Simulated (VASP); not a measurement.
AlN: single point with PBE

AlN:

```xyz
4
Lattice="3.1067 0.0000 0.0000 -1.5533 2.6905 0.0000 0.0000 0.0000 5.1279" Properties=species:S:1:pos:R:3 pbc="T T T"
Al    0.0000    1.7937   -0.0052
Al    1.5533    0.8968    2.5588
N     0.0000    1.7937    1.9282
N     1.5533    0.8968    4.4922
```

This cell differs from its parent crystal: uniaxial z strain +3.0%.

```
Program             : VASP 6.6.1
Task                : single point
Functional          : PBE
Potentials or basis : VASP PAW PBE potentials, release 64 (Al, N)
Cutoff              : 520 eV
k mesh              : 6 × 6 × 4
Occupations         : gaussian, width 0.01 eV
Spin                : no spin polarisation
```

- Pressure: -1.2 GPa
- Largest force: 0.015 eV/Å
- Band gap on the k mesh: 4.07 eV, direct

Forces on the atoms (eV/Å):
```
Al   0.000  0.000  0.015
Al   0.000  0.000  0.015
N    0.000  0.000 -0.015
N    0.000  0.000 -0.015
```

Stress tensor (GPa, compression positive):
```
 1.62  0.00  0.00
 0.00  1.62  0.00
 0.00  0.00 -6.93
```

Levels at points of the mesh, in eV from the valence-band top:
```
           k point  band 6  band 7  band 8  band 9  band 10  band 11
(0.00, 0.00, 0.00)   -0.04    0.00    0.00    4.07     6.85    10.33
(0.50, 0.00, 0.00)   -1.78   -1.65   -0.54    5.66     6.00     8.10
(0.00, 0.00, 0.50)   -0.29   -0.29   -0.29    6.46     6.46    10.11
(0.50, 0.00, 0.50)   -1.32   -1.22   -1.22    5.24     5.24     9.22
```

It took 5.4 s on 1 thread of Intel(R) Xeon(R) 6975P-C (Granite Rapids), on a shared host, peak memory 0.15 GiB.

Caveat: the cell differs from its parent crystal (uniaxial z strain +3.0%).
